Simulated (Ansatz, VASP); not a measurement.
**One calculation of Ti6C, two programs**

```xyz
7
Lattice="7.5921 0.0000 0.0000 -3.7961 6.5750 0.0000 0.0000 0.0000 2.5104" Properties=species:S:1:pos:R:3 pbc="T T T"
Ti    2.4037    0.0000    1.2552
Ti   -1.2018    2.0816    1.2552
Ti    2.5942    4.4933    1.2552
Ti    5.1885    0.0000    1.2552
Ti   -2.5942    4.4933    1.2552
Ti    1.2018    2.0816    1.2552
C     0.0000    0.0000    0.0000
```

Alike in both runs: functional PBE; k mesh 6 × 6 × 4; occupations gaussian, width 0.1 eV; no spin polarisation.

Ansatz relaxed the structure, and its values are those at the end. VASP's run is a single point on that final structure, the one shown.

```csv
,VASP,Ansatz
version,VASP 6.6.1,Ansatz 0.2.0
potentials or method,"VASP PAW PBE potentials, release 64 (Ti_sv, C), cutoff 520 eV","scalar-relativistic, plane waves, PAW"
valence electrons in the cell,76,76
```

```tsv
	VASP	Ansatz	Ansatz less VASP
gap on the k mesh at the Fermi level (eV)	none	none	-
pressure (GPa)	0.1	0.1	-0.03
rms of the force components (eV/Å)	0.027	0.012	-0.0142
```

A gap of «none» marks a metal or a gap that the smearing closes.

The k mesh is coarse, so the values compare programs but aren't converged.
